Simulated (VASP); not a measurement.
Mo:

```
CELL_PARAMETERS angstrom
-1.58933 1.58933 1.58933
1.58933 -1.58933 1.58933
1.58933 1.58933 -1.58933
ATOMIC_POSITIONS crystal
Mo 0.00000 0.00000 0.00000
```

Program: VASP 6.6.1. Alike in all runs: task single point; potentials or basis VASP PAW PBE potentials, release 64 (Mo_sv); cell as given; k mesh 8 × 8 × 8; cutoff (eV) 520; smearing fermi-dirac 0.0238 eV. Hardware: 1 thread of Intel(R) Xeon(R) Platinum 8259CL CPU @ 2.50GHz (Skylake/Cascade Lake) (shared host).

Question: Order these runs on this cell by their wall time, lowest first.
A. level r2SCAN; spin off
B. level revPBE; spin off
C. level r2SCAN; spin collinear, ferromagnetic start

Answer: B (8 s), A (31 s), C (66 s).
